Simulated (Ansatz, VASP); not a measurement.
## Te4Pt3: VASP beside Ansatz

```
Te Pt
1.0
     1.97984    1.14306   11.32540
    -1.97984    1.14306   11.32540
     0.00000   -2.28613   11.32540
Te Pt
4 3
Direct
  0.44352 0.44352 0.44352
  0.55648 0.55648 0.55648
  0.29320 0.29320 0.29320
  0.70680 0.70680 0.70680
  0.00000 0.00000 0.00000
  0.14584 0.14584 0.14584
  0.85416 0.85416 0.85416
```

Alike in both runs: functional PBEsol; dispersion D3(BJ); k mesh 12 × 12 × 12; occupations gaussian, width 0.1 eV; no spin polarisation.

Ansatz relaxed the structure, and its values are those at the end. VASP's run is a single point on that final structure, the one shown.

|  | VASP | Ansatz |
| --- | --- | --- |
| version | VASP 6.6.1 | Ansatz 0.2.0 |
| potentials or method | VASP PAW PBE potentials, release 64 (Te, Pt), cutoff 500 eV | scalar-relativistic, plane waves, PAW |
| valence electrons in the cell | 54 | 118 |

VASP gave:

* gap on the k mesh at the Fermi level (eV): none
* pressure (GPa): -0.1

Question: Which values does Ansatz return?

Answer: gap on the k mesh at the Fermi level (eV): none; pressure (GPa): 0.0.

VASP's potentials were made for PBE, not for PBEsol. A gap of «none» marks a metal or a gap that the smearing closes. VASP's potentials hold 54 valence electrons a cell and Ansatz's 118, so a difference there can come from the potentials and not from the codes.

Spin-orbit coupling is off throughout.
